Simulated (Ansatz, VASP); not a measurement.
## One calculation of Co, two programs

```
Co
1.0
     2.42918    0.00000    0.00000
    -1.21459    2.10373    0.00000
     0.00000    0.00000    3.91860
Co
2
Direct
  0.33333 0.66667 0.25000
  0.66667 0.33333 0.75000
```

Alike in both runs: functional LDA; k mesh 23 × 23 × 12; occupations fermi-dirac, width 0.05 eV; collinear spin.

Ansatz relaxed the structure, and its values are those at the end. VASP's run is a single point on that final structure, the one shown.

|  | VASP | Ansatz |
| --- | --- | --- |
| version | VASP 6.6.1 | Ansatz 0.2.0 |
| potentials or method | VASP PAW LDA potentials, release 64 (Co) | PAW with Ansatz's default frozen-core files, scalar-relativistic |
| plane-wave cutoff (eV) | 520 | 420 |
| valence electrons in the cell | 18 | 34 |

|  | VASP | Ansatz | Ansatz less VASP |
| --- | --- | --- | --- |
| pressure (GPa) | -1.2 | 0.0 | +1.22 |
| net moment per atom (μB) | 1.49 | 1.52 | +0.026 |
| size of the moment on the site where the two differ most (μB) | 1.49 | 1.56 | +0.077 |

LDA's correlation is that of Perdew and Zunger in VASP and of Perdew and Wang (1992) in Ansatz. Site moments also hang on the region over which each program counts them. VASP's potentials hold 18 valence electrons a cell and Ansatz's 34, so a difference there can come from the potentials and not from the codes.
